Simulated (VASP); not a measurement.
# BN (Qingsongite) (F-43m) in VASP: a series of runs, part 2 of 2

VASP 6.6.1.

### 3 G0W0 quasiparticle levels, HSE06

Input file POSCAR:

```
BN
1.0
    0.0000000000      1.8048245542      1.8048245542
    1.8048245542      0.0000000000      1.8048245542
    1.8048245542      1.8048245542      0.0000000000
B N
1 1
Direct
    0.0000000000      0.0000000000      0.0000000000
    0.2500000000      0.2500000000      0.2500000000
```

Input file INCAR.step1:

```
SYSTEM = BN
PREC = Accurate
ENCUT = 500
EDIFF = 1E-5
ISMEAR = 0
SIGMA = 0.02
LREAL = .False.
LASPH = .True.
NELM = 80
ALGO = Normal
ISIF = 2
LWAVE = .True.
LCHARG = .False.
GGA = PE
```

Input file INCAR.step2:

```
SYSTEM = BN
PREC = Accurate
ENCUT = 500
EDIFF = 1E-8
ISMEAR = 0
SIGMA = 0.01
LREAL = .False.
LASPH = .True.
NELM = 80
ALGO = Normal
LWAVE = .True.
LCHARG = .False.
GGA = PE
LHFCALC = .True.
HFSCREEN = 0.2
PRECFOCK = Normal
ISTART = 1
```

Input file INCAR.step3:

```
SYSTEM = BN
PREC = Accurate
ENCUT = 500
EDIFF = 1E-8
ISMEAR = 0
SIGMA = 0.01
LREAL = .False.
LASPH = .True.
NELM = 1
ALGO = Exact
LWAVE = .True.
LCHARG = .False.
GGA = PE
LHFCALC = .True.
HFSCREEN = 0.2
PRECFOCK = Normal
ISTART = 1
NBANDS = 64
LOPTICS = .True.
```

Input file INCAR.step4:

```
SYSTEM = BN
PREC = Accurate
ENCUT = 500
EDIFF = 1E-8
ISMEAR = 0
SIGMA = 0.01
LREAL = .False.
LASPH = .True.
ALGO = EVGW0
LWAVE = .False.
LCHARG = .False.
GGA = PE
LHFCALC = .True.
HFSCREEN = 0.2
PRECFOCK = Fast
ISTART = 1
NELMGW = 1
NBANDS = 64
ENCUTGW = 80.0
NOMEGA = 48
NBANDSGW = 12
```

Input file KPOINTS:

```
regular mesh
0
Gamma
  4 4 4
  0 0 0
```

Potentials or basis: VASP PAW PBE potentials, release 64 (B_GW, N_GW).

Started as:

```console
> cat potpaw_PBE.64/B_GW/POTCAR potpaw_PBE.64/N_GW/POTCAR > POTCAR
> cp INCAR.step1 INCAR
> mpirun -np 1 vasp_std > vasp.out
> cp INCAR.step2 INCAR
> mpirun -np 1 vasp_std > vasp.out
> cp INCAR.step3 INCAR
> mpirun -np 1 vasp_std > vasp.out
> cp INCAR.step4 INCAR
> mpirun -np 1 vasp_std > vasp.out
```

OUTCAR:

```text
SYSTEM = BN
   PREC = Accurate
   ENCUT = 500
   EDIFF = 1E-8
   ISMEAR = 0
   LREAL = .False.
   LASPH = .True.
   GGA = PE
   LHFCALC = .True.
   HFSCREEN = 0.2
   PRECFOCK = Fast
   ISTART = 1
   NELMGW = 1
   ENCUTGW = 80.0

 ion  position               nearest neighbor table
   1  0.000  0.000  0.000-   2 1.56   2 1.56   2 1.56   2 1.56
   2  0.250  0.250  0.250-   1 1.56   1 1.56   1 1.56   1 1.56

  LATTYP: Found a face centered cubic cell.
 ALAT       =     3.6096491084

  Lattice vectors:

 A1 = (   0.0000000000,   1.8048245542,   1.8048245542)
 A2 = (   1.8048245542,   0.0000000000,   1.8048245542)
 A3 = (   1.8048245542,   1.8048245542,   0.0000000000)

[... 149 lines left out ...]
   ENCUTGW             =  80.0    cutoff for response function in eV
   ENCUTGWSOFT         =  64.0    soft cutoff for Coulomb kernel in GW response function in eV
   ENCUTLF             =  -1.0    cutoff for local field effects
   NELMGW              =     1    number of iterations in solving QP/BSE equation
   NELMHF              =     1    number of iterations in the inner HF iteration
   NKREDLFX            =     1    NKREDLFY  =   1   NKREDLFZ  =   1
 non-spin polarized calculation
 Gauss-broadening in eV      SIGMA  =   0.01
  energy-cutoff  :      500.00
  volume of cell :       11.76
 maximum number of plane-waves:       308
 NGX is ok and might be reduce to    20
  NGX = 12; NGY = 12; NGZ = 12
 maximum number of plane-waves:        22
 NGX is ok and might be reduce to    10

 QP shifts <psi_nk| G(iteration)W_0 |psi_nk>: iteration 1
 for sc-GW calculations column KS-energies equals QP-energies in previous step
 and V_xc(KS)=  KS-energies - (<T + V_ion + V_H > + <T+V_H+V_ion>^1  + <V_x>^1)

 k-point   1 :       0.0000    0.0000    0.0000
  band No.  KS-energies  QP-energies   sigma(KS)   V_xc(KS)     V^pw_x(r,r')   Z            occupation Imag(sigma)

      1     -15.5007     -15.3848     -18.1360     -18.2812     -26.5594       0.7983       2.0000       1.3083
      2       6.6401       6.8011     -18.9446     -19.1351     -22.1454       0.8454       2.0000       0.1020
      3       6.6401       6.8011     -18.9446     -19.1351     -22.1454       0.8454       2.0000       0.1020
      4       6.6401       6.8011     -18.9446     -19.1351     -22.1454       0.8454       2.0000       0.1020
      5      17.2666      18.1056     -11.8048     -12.7924      -6.8337       0.8496       0.0000      -0.1078
      6      17.2666      18.1056     -11.8048     -12.7924      -6.8337       0.8496       0.0000      -0.1078
      7      17.2666      18.1056     -11.8048     -12.7924      -6.8337       0.8496       0.0000      -0.1078
      8      18.9092      19.5029     -13.6030     -14.3124      -8.1077       0.8368       0.0000      -0.1308
      9      33.4908      33.3729     -10.3796     -10.2345      -3.2477       0.8125       0.0000      -0.4669
     10      36.5040      37.0005     -11.5931     -12.1818      -5.4505       0.8434       0.0000      -0.4529
     11      36.5040      37.0005     -11.5931     -12.1818      -5.4505       0.8434       0.0000      -0.4529
     12      37.0784      37.1200      -9.8888      -9.9377      -3.0049       0.8500       0.0000      -0.8334
[... 100 lines left out ...]
      1      -9.1370      -8.9587     -19.6568     -19.8853     -27.0338       0.7801       2.0000       0.5860
      2      -1.7105      -1.9268     -17.6296     -17.3628     -22.3259       0.8109       2.0000       0.1884
      3      -0.9172      -1.0980     -17.0913     -16.8709     -21.2857       0.8208       2.0000       0.1647
      4      -0.3612      -0.5238     -16.6903     -16.4932     -20.5831       0.8254       2.0000       0.1500
      5      17.9412      18.6798     -12.7558     -13.6266      -7.9766       0.8482       0.0000      -0.1114
      6      22.1092      22.8133     -12.1428     -12.9929      -6.0671       0.8283       0.0000      -0.1685
      7      22.9938      23.5155     -10.7135     -11.3288      -5.1802       0.8478       0.0000      -0.1408
      8      23.6062      24.5981     -13.8206     -15.0314      -7.8985       0.8192       0.0000      -0.1741
      9      28.5337      29.4430     -13.5508     -14.6854      -6.7044       0.8015       0.0000      -0.2908
     10      34.8016      35.4168     -11.6799     -12.4379      -4.3713       0.8116       0.0000      -0.5665
     11      38.4746      38.7042     -11.3973     -11.6739      -4.2637       0.8301       0.0000      -0.7698
     12      42.4099      42.7685     -11.0182     -11.4526      -3.7461       0.8256       0.0000      -0.8983
```

OUTCAR.step1:

```text
SYSTEM = BN
   PREC = Accurate
   ENCUT = 500
   EDIFF = 1E-5
   ISMEAR = 0
   LREAL = .False.
   LASPH = .True.
[... 291 lines left out ...]
      0.00000      0.00000      0.00000         0.000000     -0.000000     -0.000000
      0.90241      0.90241      0.90241        -0.000000      0.000000      0.000000
 -----------------------------------------------------------------------------------
    total drift:                                0.000000      0.000000      0.000000

  FREE ENERGIE OF THE ION-ELECTRON SYSTEM (eV)
  ---------------------------------------------------
  free  energy   TOTEN  =       -17.3857466503 eV

  energy  without entropy=      -17.3857466503  energy(sigma->0) =      -17.38574665
```

OUTCAR.step2:

```text
SYSTEM = BN
   PREC = Accurate
   ENCUT = 500
   EDIFF = 1E-8
   ISMEAR = 0
   LREAL = .False.
   LASPH = .True.
[... 294 lines left out ...]
      0.00000      0.00000      0.00000         0.000000     -0.000000      0.000000
      0.90241      0.90241      0.90241        -0.000000      0.000000      0.000000
 -----------------------------------------------------------------------------------
    total drift:                                0.000001      0.000000      0.000001

  FREE ENERGIE OF THE ION-ELECTRON SYSTEM (eV)
  ---------------------------------------------------
  free  energy   TOTEN  =       -20.3238358749 eV

  energy  without entropy=      -20.3238358749  energy(sigma->0) =      -20.32383587
```

Wall time 91 s (1 thread of AMD EPYC 9R45 (Zen 5), shared host); peak memory 0.21 GiB.

What came out:

```
Band gap on the k mesh, mean-field level : 4.44 eV, indirect (least direct gap 8.82 eV)
Quasiparticle gap                        : 6.10 eV
Least direct quasiparticle gap           : 11.30 eV
```

Caveat: the k points lie up to 0.75 Å⁻¹ apart; bands, screening cutoff and mesh are small and nothing is extrapolated, so the quasiparticle values aren't converged.
